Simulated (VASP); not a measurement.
A run of VASP 6.6.1 is set up as follows.

File INCAR:

```
PREC     = Accurate       # precision mode
ENCUT    = 520            # plane-wave cutoff, eV
EDIFF    = 1E-6           # SCF threshold, eV
ISMEAR   = 0              # smearing method
SIGMA    = 0.1            # smearing width, eV
LREAL    = False          # projectors in reciprocal space
LASPH    = True           # aspherical terms in the spheres
NELM     = 60             # most SCF steps
ALGO     = Fast           # electronic algorithm
ISIF     = 2              # what is computed and relaxed
LWAVE    = False          # write WAVECAR
LCHARG   = True           # write CHGCAR
GGA      = PE             # functional
LELF     = True           # ELF
LVHAR    = True         
NBANDS   = 16             # bands
```

File KPOINTS:

```
Automatic mesh
0
Gamma
  16 16 16
```

The input POSCAR:

```
NaCu
1.0
    0.0000000000      2.9436233644      2.9436233644
    2.9436233644      0.0000000000      2.9436233644
    2.9436233644      2.9436233644      0.0000000000
Na Cu
1 1
Direct
    0.0000000000      0.0000000000      0.0000000000
    0.5000000000      0.5000000000      0.5000000000
```

Potentials or basis: VASP PAW PBE potentials, release 64 (Na_pv, Cu).

Launch:

```sh
$ cat potpaw_PBE.64/Na_pv/POTCAR potpaw_PBE.64/Cu/POTCAR > POTCAR
$ mpirun -np 1 vasp_std > vasp.out
```

What does it give for the pressure?

-0.1 GPa.

Predict the band gap on the k mesh.

zero (bands 9 and 10 overlap by 0.02 eV).
